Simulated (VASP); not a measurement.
Wanted: the native input for a VASP 6.6.1 run.

| Item | Value |
| --- | --- |
| Task | single point |
| Functional | LDA |
| Potentials or basis | VASP PAW LDA potentials, release 64 (C) |
| Cutoff | 600 eV |
| k mesh | 11 × 8 × 3 |
| Occupations | gaussian, width 0.05 eV |
| Spin | no spin polarisation |
| Dipole correction | no |
| Further INCAR settings | ALGO = Normal; EDIFF = 1e-06; NBANDS = 31 |

The structure of C lies in POSCAR:

```
C
1.0
   -2.1172982845     -1.2224340470      0.0115975242
    1.3916690920      0.0000000000     -3.3373019260
    3.9015766192     -9.1682553526      3.3083081156
C
10
Direct
    0.7999254856      0.1665268191      0.0666766019
    0.2999254856      0.3665268191      0.2666766019
   -0.2000745144      0.5665268191      0.4666766019
    0.2999254856      0.7665268191      0.6666766019
   -0.2000745144      0.9665268191      0.8666766019
    0.3000745143      0.0334731809      0.9333233981
    0.3000745143      0.2334731809      0.1333233981
    0.8000745143      0.4334731809      0.3333233981
    0.3000745143      0.6334731809      0.5333233981
   -0.1999254857      0.8334731809      0.7333233981
```

This cell differs from its parent crystal: the part above a cut slid along it.

The input as run:

INCAR

```
PREC = Accurate
ENCUT = 600
EDIFF = 1E-6
ISMEAR = 0
SIGMA = 0.05
LREAL = F
LASPH = T
NELM = 120
ALGO = Normal
ISIF = 2
LWAVE = F
LCHARG = F
NBANDS = 31
GGA_COMPAT = F
```

KPOINTS

```
Automatic mesh
0
Gamma
  11 8 3
```

Potentials or basis: VASP PAW LDA potentials, release 64 (C).

The run is started by

```sh
$ cat potpaw_LDA.64/C/POTCAR > POTCAR
$ mpirun -np 1 vasp_std > vasp.out
```

It gave:

The pressure is 4.9 GPa and the largest force is 2.815 eV/Å. The band gap on the k mesh is zero (bands 20 and 21 overlap by 0.38 eV).

Caveat: the cell differs from its parent crystal (the part above a cut slid along it); the stress differs along the axes, from -2 to 18 GPa; forces of over 1 eV/Å act on the atoms, so gaps and moduli don't describe the material at rest.

Wall time 7.6 min on 1 thread of Oxide Virtual Turin-like Processor, on a shared host, peak memory 0.34 GiB.
